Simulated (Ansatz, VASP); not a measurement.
**Ge2Sb2Te5: VASP beside Ansatz**

Contents of INCAR:

```
SYSTEM = Ge2Sb2Te5
PREC = Accurate
ENCUT = 410
EDIFF = 1E-6
ISMEAR = 0
SIGMA = 0.1
LREAL = .FALSE.
LASPH = .TRUE.
NELM = 120
ALGO = Normal
ISIF = 2
LWAVE = .FALSE.
LCHARG = .FALSE.
GGA = PE
NBANDS = 83
GGA_COMPAT = .FALSE.
```

File KPOINTS:

```
regular mesh
0
G
  3 3 4
  0 0 0
```

File POSCAR:

```
Ge2Sb2Te5
1.0
    8.1253740000      0.5865050000     -0.0481050000
    0.5458550000      9.1905850000      0.0568950000
   -0.0351870000      0.0850050000      8.6732510000
Ge Sb Te
4 4 10
Direct
    0.4710415179      0.0344585005      0.9146487411
    0.9916673868      0.7965609785      0.5451086147
    0.9002968097      0.5847778453      0.8789400442
    0.5422012518      0.8553766761      0.1553600628
    0.4876751982      0.3789782046      0.1960025526
    0.7713107533      0.9900603502      0.3097299598
    0.2370045282      0.7880713348      0.2320712979
    0.1719987516      0.3735348793      0.8135032853
    0.2055689552      0.0104027153      0.4705379135
    0.2154882052      0.5537684860      0.4585299053
    0.5632641060      0.1485851278      0.5229917090
    0.7259710809      0.1871978182      0.0241843336
    0.3815865672      0.5679429483      0.9374646012
    0.7068780073      0.5837650454      0.6290199646
    0.2216939498      0.1905670744      0.0920823422
    0.7532957287      0.6009703896      0.1591545320
    0.8538364893      0.3124678882      0.5296798777
    0.0030119558      0.8440710030      0.8529002772
```

Input for Ansatz:

```yaml
crystal:
  lattice:
    - [8.125374, 0.586505, -0.048105]
    - [0.545855, 9.190585, 0.056895]
    - [-0.035187, 0.085005, 8.673251]
  atoms:
    - { symbol: Ge, position: [0.4710415179, 0.0344585005, 0.9146487411] }
    - { symbol: Ge, position: [0.9916673868, 0.7965609785, 0.5451086147] }
    - { symbol: Ge, position: [0.9002968097, 0.5847778453, 0.8789400442] }
    - { symbol: Ge, position: [0.5422012518, 0.8553766761, 0.1553600628] }
    - { symbol: Sb, position: [0.4876751982, 0.3789782046, 0.1960025526] }
    - { symbol: Sb, position: [0.7713107533, 0.9900603502, 0.3097299598] }
    - { symbol: Sb, position: [0.2370045282, 0.7880713348, 0.2320712979] }
    - { symbol: Sb, position: [0.1719987516, 0.3735348793, 0.8135032853] }
    - { symbol: Te, position: [0.2055689552, 0.0104027153, 0.4705379135] }
    - { symbol: Te, position: [0.2154882052, 0.553768486, 0.4585299053] }
    - { symbol: Te, position: [0.563264106, 0.1485851278, 0.522991709] }
    - { symbol: Te, position: [0.7259710809, 0.1871978182, 0.0241843336] }
    - { symbol: Te, position: [0.3815865672, 0.5679429483, 0.9374646012] }
    - { symbol: Te, position: [0.7068780073, 0.5837650454, 0.6290199646] }
    - { symbol: Te, position: [0.2216939498, 0.1905670744, 0.0920823422] }
    - { symbol: Te, position: [0.7532957287, 0.6009703896, 0.159154532] }
    - { symbol: Te, position: [0.8538364893, 0.3124678882, 0.5296798777] }
    - { symbol: Te, position: [0.0030119558, 0.844071003, 0.8529002772] }
basis:
  ecutwfc: 420
kpoints:
  mp_grid: { grid: [3, 3, 4] }
hamiltonian:
  xc: pbe
scf:
  occupations: { method: gaussian, width: 0.1 }
  n_extra_bands: 9
output:
  forces: true
  stress: true
  eigenvalues: true
  populations: true
  dos:
    method: { smearing: { sigma: 0.1, scheme: gaussian } }
    projected: true
    de: 0.02
```

Alike in both runs: task single point; functional PBE; k mesh 3 × 3 × 4; occupations gaussian, width 0.1 eV; no spin polarisation.

|  | VASP | Ansatz |
| --- | --- | --- |
| version | VASP 6.6.1 | Ansatz 0.2.0 |
| potentials or method | VASP PAW PBE potentials, release 64 (Ge_d, Sb, Te), cutoff 410 eV | scalar-relativistic, plane waves, PAW |
| valence electrons in the cell | 136 | 276 |

```tsv
	VASP	Ansatz	Ansatz less VASP
gap on the k mesh at the Fermi level (eV)	0.39	0.40	+0.009
least direct gap on the mesh (eV)	0.51	0.52	+0.005
rms of the force components (eV/Å)	0.060	0.062	+0.0015
```

Atom by atom the forces differ by 0.011 eV/Å (rms over components). VASP's potentials hold 136 valence electrons a cell and Ansatz's 276, so a difference there can come from the potentials and not from the codes.

Neither program's run includes spin-orbit coupling.
